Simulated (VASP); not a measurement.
# MgS (lda) (Fm-3m) in VASP: a series of runs, part 2 of 2

VASP 6.6.1.

### 3 Single point, LDA

This run uses another cell than the first one, of 16.87 Å³/atom, 0.960 times its volume.

INCAR reads:

```
SYSTEM = MgS
PREC = Accurate
ENCUT = 600
EDIFF = 1E-6
ISMEAR = 0
SIGMA = 0.02
LREAL = .False.
LASPH = .True.
NELM = 120
ALGO = Normal
ISIF = 2
LWAVE = .False.
LCHARG = .False.
GGA = CA
NBANDS = 11
GGA_COMPAT = .False.
```

KPOINTS reads:

```
Automatic mesh
0
Gamma
  6 6 6
  0 0 0
```

POSCAR reads:

```
MgS
1.0
    0.0000000000      2.5649423647      2.5649423647
    2.5649423647      0.0000000000      2.5649423647
    2.5649423647      2.5649423647      0.0000000000
Mg S
1 1
Direct
    0.0000000000      0.0000000000      0.0000000000
    0.5000000000      0.5000000000      0.5000000000
```

Potentials or basis: VASP PAW LDA potentials, release 64 (Mg, S).

The run is started by

```
cat potpaw_LDA.64/Mg/POTCAR potpaw_LDA.64/S/POTCAR > POTCAR
mpirun -np 1 vasp_std > vasp.out
```

OUTCAR:

```text
SYSTEM = MgS
   PREC = Accurate
   ENCUT = 600
   EDIFF = 1E-6
   ISMEAR = 0
   LREAL = .False.
   LASPH = .True.
   NELM = 120
   ISIF = 2
   GGA = CA

 ion  position               nearest neighbor table
   1  0.000  0.000  0.000-   2 2.56   2 2.56   2 2.56   2 2.56   2 2.56   2 2.56
   2  0.500  0.500  0.500-   1 2.56   1 2.56   1 2.56   1 2.56   1 2.56   1 2.56

  LATTYP: Found a face centered cubic cell.
 ALAT       =     5.1298847294

  Lattice vectors:

 A1 = (   0.0000000000,   2.5649423647,   2.5649423647)
 A2 = (   2.5649423647,   0.0000000000,   2.5649423647)
 A3 = (   2.5649423647,   2.5649423647,   0.0000000000)

Analysis of symmetry for initial positions (statically):
=====================================================================
 Subroutine PRICEL returns:
 Original cell was already a primitive cell.

 Routine SETGRP: Setting up the symmetry group for a
 face centered cubic supercell.

 Subroutine GETGRP returns: Found 48 space group operations
 (whereof 48 operations were pure point group operations)
 out of a pool of 48 trial point group operations.

The static configuration has the point symmetry O_h .

Analysis of symmetry for dynamics (positions and initial velocities):
=====================================================================
 Subroutine PRICEL returns:
 Original cell was already a primitive cell.

 Routine SETGRP: Setting up the symmetry group for a
 face centered cubic supercell.

 Subroutine GETGRP returns: Found 48 space group operations
 (whereof 48 operations were pure point group operations)
 out of a pool of 48 trial point group operations.

The dynamic configuration has the point symmetry O_h .

 Subroutine INISYM returns: Found 48 space group operations
 (whereof 48 operations are pure point group operations),
 and found     1 'primitive' translations

----------------------------------------------------------------------------------------

                                     Primitive cell

[... 109 lines left out ...]
   IVDW    =     0    specifies the selected vdW correction
   LEPSILON=     F    determine dielectric tensor
   LRPA    =     F    only Hartree local field effects (RPA)
 non-spin polarized calculation
 Gauss-broadening in eV      SIGMA  =   0.02
  energy-cutoff  :      600.00
  volume of cell :       33.75
 maximum number of plane-waves:      1158
 NGX is ok and might be reduce to    30
   NGX = 15   NGY = 15   NGZ = 15

 number of electron       8.0000001 magnetization

 Free energy of the ion-electron system (eV)
  ---------------------------------------------------
  ext. energy  EPLUGINS =         0.00000000
  ---------------------------------------------------
  free energy    TOTEN  =        -9.58906825 eV

  energy without entropy =       -9.58906825  energy(sigma->0) =       -9.58906825

 E-fermi :   4.0962     XC(G=0): -10.1639

 val. band max:        3.9759964365   @ k =   0.0000   0.0000   0.0000
 cond. band min:       6.6214973484   @ k =   0.5000   0.5000   0.0000
 fundamental gap:      2.6455009119
 Fermi energy:         4.0962327924

 k-point     1 :       0.0000    0.0000    0.0000
  band No.  band energies     occupation
      1      -8.9158      2.00000
      2       3.9760      2.00000
      3       3.9760      2.00000
      4       3.9760      2.00000
      5       7.8101      0.00000
      6      11.7804      0.00000
      7      11.7804      0.00000
      8      11.7804      0.00000
      9      14.2832      0.00000
     10      14.2832      0.00000
     11      16.4262      0.00000
[... 197 lines left out ...]
 k-point    16 :      -0.3333    0.5000    0.1667
  band No.  band energies     occupation
      1      -7.0148      2.00000
      2      -0.0428      2.00000
      3       1.1961      2.00000
      4       1.5930      2.00000
      5       8.3348      0.00000
      6      10.0412      0.00000
      7      13.1435      0.00000
      8      13.8297      0.00000
      9      17.9318      0.00000
     10      19.1655      0.00000
     11      19.6415      0.00000

------------------------ aborting loop because EDIFF is reached ----------------------------------------

  FORCE on cell =-STRESS in cart. coord.  units (eV):
  Direction    XX          YY          ZZ          XY          YZ          ZX
  --------------------------------------------------------------------------------------
  -------------------------------------------------------------------------------------
  Total       -0.1204923     -0.1204923     -0.1204923      0.0000000     -0.0000000      0.0000000
  in kB       -5.7201436     -5.7201436     -5.7201436      0.0000000     -0.0000000      0.0000000
  external PRESSURE =      -5.7201436 kB  Pullay stress =       0.0000000 kB

 VOLUME and BASIS-vectors are now :
 -----------------------------------------------------------------------------
  energy-cutoff  :      600.00
  volume of cell :       33.75
      direct lattice vectors                 reciprocal lattice vectors
     0.000000000  2.564942365  2.564942365    -0.194936154  0.194936154  0.194936154
     2.564942365  0.000000000  2.564942365     0.194936154 -0.194936154  0.194936154
     2.564942365  2.564942365  0.000000000     0.194936154  0.194936154 -0.194936154

 POSITION                                       TOTAL-FORCE (eV/Angst)
 -----------------------------------------------------------------------------------
      0.00000      0.00000      0.00000        -0.000000      0.000000     -0.000000
      2.56494      2.56494      2.56494         0.000000     -0.000000      0.000000
 -----------------------------------------------------------------------------------
    total drift:                               -0.000000     -0.000000      0.000000

  FREE ENERGIE OF THE ION-ELECTRON SYSTEM (eV)
  ---------------------------------------------------
  free  energy   TOTEN  =        -9.5890682469 eV

  energy  without entropy=       -9.5890682469  energy(sigma->0) =       -9.58906825
```

stdout:

```text
POSCAR found type information on POSCAR MgS
 POSCAR found :  2 types and       2 ions
 scaLAPACK will be used
 LDA part: xc-table for (Slater(with rela. corr.)+CA(PZ))
 , standard interpolation
 POSCAR, INCAR and KPOINTS ok, starting setup
 FFT: planning ... GRIDC
 FFT: planning ... GRID_SOFT
 FFT: planning ... GRID
 WAVECAR not read
 entering main loop
```

Run time: 15 s. Hardware: 1 thread of AMD EPYC 7R13, shared host; peak memory 0.12 GiB.

What came out:

```yaml
Free_energy: -9.5891 eV
Pressure: -0.6 GPa
Band_gap_on_the_k_mesh: 2.65 eV, indirect (least direct gap 3.83 eV)
```

A k mesh can miss the band edges. A hybrid or GW would open this gap; LDA tends to underestimate it.
